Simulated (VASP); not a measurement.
Write the native input for VASP 6.6.1 that does the following.

* Task: single point
* Functional: revPBE
* Potentials or basis: VASP PAW PBE potentials, release 64 (Ni)
* Cutoff: 520 eV
* k mesh: 16 × 16 × 5
* Occupations: fermi-dirac, width 0.05 eV
* Spin: collinear spin, ferromagnetic start
* Starting moments: [-0.696, -0.696, -0.705, -0.705] μB
* Dipole correction: no
* Further INCAR settings: ALGO = Normal; EDIFF = 1e-06; NBANDS = 32

The structure of Ni lies in POSCAR:

```
Ni
1.0
    2.6019766258      0.0000000000      0.0000000000
   -1.3009883129      2.2533778580      0.0000000000
    0.0000000000      0.0000000000      8.5166007848
Ni
4
Direct
    0.0000000000      0.0000000000      1.0000000000
    0.0000000000      0.0000000000      0.5000000000
    0.3333333333      0.6666666667      0.2500000000
    0.6666666667      0.3333333333      0.7500000000
```

This cell differs from its parent crystal: volume scaled by 1.12.

These files were run (other wordings do the same):

INCAR

```
SYSTEM = Ni
ALGO = Normal
EDIFF = 1E-6
ENCUT = 520
GGA = RE
ISIF = 2
ISMEAR = -1
ISPIN = 2
LASPH = .True.
LCHARG = .False.
LMAXMIX = 4
LORBIT = 11
LREAL = .False.
LWAVE = .False.
MAGMOM = -0.696 -0.696 -0.705 -0.705
NBANDS = 32
NELM = 150
PREC = Accurate
SIGMA = 0.05
```

KPOINTS

```
k-points
0
Gamma
  16 16 5
  0 0 0
```

Potentials or basis: VASP PAW PBE potentials, release 64 (Ni).

Run with:

```sh
$ cat potpaw_PBE.64/Ni/POTCAR > POTCAR
$ mpirun -np 1 vasp_std > vasp.out
```

It gave:

```json
{
 "Pressure": "-15.4 GPa",
 "Net moment": "-2.72 μB per cell",
 "Site moments": "Ni -0.70, -0.71 μB",
 "Valence electrons inside the program's atomic spheres": "Ni 9.09"
}
```

Caveat: the PAW data sets were made with another functional, which shifts forces and pressure a little.

It took 5.4 min on 1 thread of Oxide Virtual Turin-like Processor, on a shared host, peak memory 0.28 GiB.
